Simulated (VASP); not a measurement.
# Ga (C2/c) in VASP: notebook, part 2 of 2

VASP 6.6.1. The steps go on from the part before.

## (6) Single point, LDA

This run uses another cell than the first one, of 18.54 Å³/atom, 1.064 times its volume.

INCAR

```
PREC     = Accurate       # precision mode
ENCUT    = 520            # plane-wave cutoff, eV
EDIFF    = 1E-7           # SCF threshold, eV
ISMEAR   = -1             # smearing method
SIGMA    = 0.05           # smearing width, eV
LREAL    = F              # projectors in reciprocal space
LASPH    = T              # aspherical terms in the spheres
NELM     = 100            # most SCF steps
ALGO     = Fast           # electronic algorithm
ISIF     = 2              # what is computed and relaxed
LWAVE    = F              # write WAVECAR
LCHARG   = T              # write CHGCAR
GGA      = CA             # functional
LELF     = T              # ELF
LVHAR    = T            
NBANDS   = 20             # bands
```

KPOINTS

```
regular mesh
0
Gamma
  10 10 8
```

POSCAR

```
Ga
1.0
    1.3830000000     -4.0265000000      0.0000000000
    1.3830000000      4.0265000000      0.0000000000
   -0.1174474948      0.0000000000      3.3299294416
Ga
2
Direct
    0.1310000000      0.8690000000      0.7500000000
    0.8690000000      0.1310000000      0.2500000000
```

Potentials or basis: VASP PAW LDA potentials, release 64 (Ga_d).

Launch:

```
cat potpaw_LDA.64/Ga_d/POTCAR > POTCAR
mpirun -np 1 vasp_std > vasp.out
```

OUTCAR:

```text
PREC = Accurate
   ENCUT = 520
   EDIFF = 1E-7
   ISMEAR = -1
   LREAL = F
   LASPH = T
   NELM = 100
   ISIF = 2
   GGA = CA

 ion  position               nearest neighbor table
   1  0.131  0.869  0.750-   2 2.69   2 2.69   2 2.86   2 2.86   2 2.92   2 2.92
   2  0.869  0.131  0.250-   1 2.69   1 2.69   1 2.86   1 2.86   1 2.92   1 2.92

  LATTYP: Found a base centered monoclinic cell.
 ALAT       =     2.7660000000
 B/A-ratio  =     2.9114244396
 C/A-ratio  =     1.2046276211
 COS(beta)  =    -0.0352483478

  Lattice vectors:

 A1 = (   1.3830000000,  -4.0265000000,   0.0000000000)
 A2 = (   1.3830000000,   4.0265000000,   0.0000000000)
 A3 = (  -0.1174474948,   0.0000000000,   3.3299294416)

Analysis of symmetry for initial positions (statically):
=====================================================================
 Subroutine PRICEL returns:
 Original cell was already a primitive cell.

 Routine SETGRP: Setting up the symmetry group for a
 base centered monoclinic supercell.

 Subroutine GETGRP returns: Found  4 space group operations
 (whereof  2 operations were pure point group operations)
 out of a pool of  4 trial point group operations.

The static configuration has the point symmetry S_2 .
 The point group associated with its full space group is C_2h.

Analysis of symmetry for dynamics (positions and initial velocities):
=====================================================================
 Subroutine PRICEL returns:
 Original cell was already a primitive cell.

 Routine SETGRP: Setting up the symmetry group for a
 base centered monoclinic supercell.

 Subroutine GETGRP returns: Found  4 space group operations
 (whereof  2 operations were pure point group operations)
 out of a pool of  4 trial point group operations.

The dynamic configuration has the point symmetry S_2 .
 The point group associated with its full space group is C_2h.

 Subroutine INISYM returns: Found  4 space group operations
 (whereof  2 operations are pure point group operations),
[... 105 lines left out ...]
   TEBEG  =    0.0;   TEEND  =   0.0 temperature during run
   PSTRESS=    0.0 pullay stress
   NELECT =      26.0000    total number of electrons
   NUPDOWN=      -1.0000    fix difference up-down
   EMIN   =  10.00;   EMAX   =-10.00  energy-range for DOS
   EFERMI =   0.00;   METHOD = LEGACY
   ISMEAR =    -1;   SIGMA  =   0.05  broadening in eV -4-tet -1-fermi 0-gaus
   EFERMI_NEDOS =   21; number of points for ismear=-14 and -15
   IALGO  =     68    algorithm
   IMIX   =      4    mixing-type and parameters
     AMIX     =   0.40;   BMIX     =  1.00
     AMIX_MAG =   1.60;   BMIX_MAG =  1.00
  volume/ion in A,a.u.               =      18.54       125.14
  Fermi-wavevector in a.u.,A,eV,Ry     =   1.454323  2.748273 28.777089  2.115056
  Thomas-Fermi vector in A             =   2.571487
   LORBIT       =      0    0 simple, 1 ext, 2 COOP (PROOUT), +10 PAW based schemes
   GGA     = CA    functional components
   LHFCALC =     F    Hartree Fock is set to
   AEXX    =    0.0000 exact exchange contribution
   IVDW    =     0    specifies the selected vdW correction
   LEPSILON=     F    determine dielectric tensor
   LRPA    =     F    only Hartree local field effects (RPA)
 non-spin polarized calculation
 RMM-DIIS sequential band-by-band and
  energy-cutoff  :      520.00
  volume of cell :       37.09
 maximum number of plane-waves:      1014
   NGX = 15   NGY = 15   NGZ = 13

 number of electron      26.0000006 magnetization

 Free energy of the ion-electron system (eV)
  ---------------------------------------------------
  ext. energy  EPLUGINS =         0.00000000
  ---------------------------------------------------
  free energy    TOTEN  =        -7.13489252 eV

  energy without entropy =       -7.12887618  energy(sigma->0) =       -7.13188435

 E-fermi :   5.3833     XC(G=0): -11.3714

 val. band max:        5.3616426064   @ k =   0.5000  -0.0000   0.0000
 cond. band min:       5.3834303436   @ k =  -0.1000  -0.2000   0.2500
 fundamental gap:      0.0217877372
 Fermi energy:         5.3832654163

 k-point     1 :       0.0000    0.0000    0.0000
  band No.  band energies     occupation
      1      -9.8437      2.00000
      2      -9.8321      2.00000
      3      -9.7984      2.00000
      4      -9.7732      2.00000
      5      -9.4991      2.00000
      6      -9.4991      2.00000
[... 541 lines left out ...]
     19      15.0954      0.00000
     20      17.2916      0.00000

 [... further k-points ...]
[... 5 lines left out ...]
  --------------------------------------------------------------------------------------
  -------------------------------------------------------------------------------------
  Total       -0.7926720     -0.9017591     -1.0194776      0.0000000      0.0000000      0.0893994
  in kB      -34.2443727    -38.9570643    -44.0426400      0.0000000      0.0000000      3.8621591
  external PRESSURE =     -39.0813590 kB  Pullay stress =       0.0000000 kB

 VOLUME and BASIS-vectors are now :
 -----------------------------------------------------------------------------
  energy-cutoff  :      520.00
  volume of cell :       37.09
      direct lattice vectors                 reciprocal lattice vectors
     1.383000000 -4.026500000  0.000000000     0.361532899 -0.124177325  0.012751361
     1.383000000  4.026500000  0.000000000     0.361532899  0.124177325  0.012751361
    -0.117447495  0.000000000  3.329929442     0.000000000  0.000000000  0.300306663

 POSITION                                       TOTAL-FORCE (eV/Angst)
 -----------------------------------------------------------------------------------
      1.29491      2.97156      2.49745         0.000000     -0.182514     -0.000000
      1.35364     -2.97156      0.83248        -0.000000      0.182514      0.000000
 -----------------------------------------------------------------------------------
    total drift:                                0.000000      0.000000     -0.000000

  FREE ENERGIE OF THE ION-ELECTRON SYSTEM (eV)
  ---------------------------------------------------
  free  energy   TOTEN  =        -7.1348925180 eV

  energy  without entropy=       -7.1288761840  energy(sigma->0) =       -7.13188435
```

stdout:

```text
POSCAR found type information on POSCAR Ga
 POSCAR found :  1 types and       2 ions
 scaLAPACK will be used
 LDA part: xc-table for (Slater(with rela. corr.)+CA(PZ))
 , standard interpolation
 POSCAR, INCAR and KPOINTS ok, starting setup
 FFT: planning ... GRIDC
 FFT: planning ... GRID_SOFT
 FFT: planning ... GRID
 WAVECAR not read
 entering main loop
WARNING in EDDRMM: call to ZHEGV failed, returncode =   8  4     15
WARNING in EDDRMM: call to ZHEGV failed, returncode =   8  4     16
 num prob  num prob  num prob  num prob  num prob  num prob  num prob  num prob  num prob  num prob  num prob  num prob  num prob RMM:  13    -0.713489251799E+01   -0.35731E-07   -0.46216E-07  8212   0.619E-03
```

It took 70 s on 1 thread of Intel Xeon 6975P-C (Granite Rapids), shared host; peak memory 0.25 GiB.

Results:

| Property | Result |
| --- | --- |
| Free energy | -7.1349 eV |
| Pressure | -3.9 GPa |
| Largest force | 0.183 eV/Å |
| Band gap on the k mesh | zero (band 13 reaches 9.36 eV, above the bottom of band 14 at 1.04 eV) |

Forces in eV/Å, atoms in the order of the input:
```
Ga   0.000 -0.183  0.000
Ga   0.000  0.183  0.000
```

## (7) The runs side by side

```csv
level,potentials or basis,cell,further INCAR settings,gap on the mesh (eV),pressure (GPa),largest force (eV/Å)
PBEsol,"VASP PAW PBE potentials, release 64 (Ga_d)","a = 4.170, b = 4.170, c = 3.264 Å, angles 90.7, 90.7, 142.1°, 2 atoms",ALGO = Fast; EDIFF = 1e-06; NBANDS = 20,none,1.9,0.22
LDA,"VASP PAW LDA potentials, release 64 (Ga_d)","a = 4.200, b = 4.200, c = 3.287 Å, angles 90.7, 90.7, 142.1°, 2 atoms",ALGO = Fast; EDIFF = 1e-06; NBANDS = 20,none,-1.8,0.20
LDA,"VASP PAW LDA potentials, release 64 (Ga_d)","a = 4.229, b = 4.229, c = 3.310 Å, angles 90.7, 90.7, 142.1°, 2 atoms",ALGO = Fast; EDIFF = 1e-06; NBANDS = 20,none,-3.0,0.19
PBEsol,"VASP PAW PBE potentials, release 64 (Ga_d)","a = 4.229, b = 4.229, c = 3.310 Å, angles 90.7, 90.7, 142.1°, 2 atoms",ALGO = Fast; EDIFF = 1e-06; NBANDS = 20,none,-0.8,0.21
LDA,"VASP PAW LDA potentials, release 64 (Ga_d)","a = 4.257, b = 4.257, c = 3.332 Å, angles 90.7, 90.7, 142.1°, 2 atoms",ALGO = Fast; EDIFF = 1e-07; NBANDS = 20,none,-3.9,0.18
```

Alike in all rows: task single point; no spin polarisation; k mesh 10 × 10 × 8; cutoff (eV) 520; smearing fermi-dirac 0.05 eV.

Caveats: the PAW data sets were made with another functional, which shifts forces and pressure a little (some runs).

Absolute energies hang on the potentials; compare differences alone.
